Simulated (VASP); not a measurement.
Wanted: the native input for a VASP 6.6.1 run.

```
Task                   : single point
Functional             : r2SCAN
Potentials or basis    : VASP PAW PBE potentials, release 64 (Nb_sv)
Cutoff                 : 520 eV
k mesh                 : 20 × 20 × 20
Occupations            : gaussian, width 0.15 eV
Spin                   : no spin polarisation
Dipole correction      : no
Further INCAR settings : ALGO = Normal; EDIFF = 1e-07; NBANDS = 12
```

Nb:

```
Nb
1.0
    -1.62235    1.62235    1.66395
     1.62235   -1.62235    1.66395
     1.62235    1.62235   -1.66395
Nb
1
Cartesian
  0.0000 0.0000 0.0000
```

This cell differs from its parent crystal: strain -0.025 along x and y, +0.000 along z.

One way to write it, as run:

POSCAR

```
Nb
1.0
   -1.6223512500      1.6223512500      1.6639500000
    1.6223512500     -1.6223512500      1.6639500000
    1.6223512500      1.6223512500     -1.6639500000
Nb
1
Direct
    0.0000000000      0.0000000000      0.0000000000
```

INCAR.step1

```
PREC = Accurate ; ENCUT = 520
ISMEAR = 0 ; SIGMA = 0.15
LREAL = F ; LASPH = T
NELM = 60 ; NBANDS = 12
GGA = PE ; ALGO = Normal
EDIFF = 1E-4 ; LWAVE = T
LCHARG = F
```

INCAR.step2

```
PREC = Accurate ; ENCUT = 520
EDIFF = 1E-7 ; ISMEAR = 0
SIGMA = 0.15 ; LREAL = F
LASPH = T ; NELM = 60
ALGO = Normal ; ISIF = 2
LWAVE = F ; LCHARG = F
METAGGA = R2SCAN ; LMIXTAU = T
NBANDS = 12 ; ISTART = 1
```

KPOINTS

```
regular mesh
0
Gamma
  20 20 20
```

Potentials or basis: VASP PAW PBE potentials, release 64 (Nb_sv).

Run with:

```bash
$ cat potpaw_PBE.64/Nb_sv/POTCAR > POTCAR
$ cp INCAR.step1 INCAR
$ mpirun -np 1 vasp_std > vasp.out
$ cp INCAR.step2 INCAR
$ mpirun -np 1 vasp_std > vasp.out
```

Results of the run:

- Pressure: 5.0 GPa
- Band gap on the k mesh: zero (an odd number of electrons rules out a gap without spin polarisation)

Caveat: the cell differs from its parent crystal (strain -0.025 along x and y, +0.000 along z); the cell stands under pressure; the PAW data sets were made with another functional, which shifts forces and pressure a little.

Wall time 9.5 min on 1 thread of AMD EPYC 7R43 64-Core Processor (Zen 3), on a shared host, peak memory 0.21 GiB.
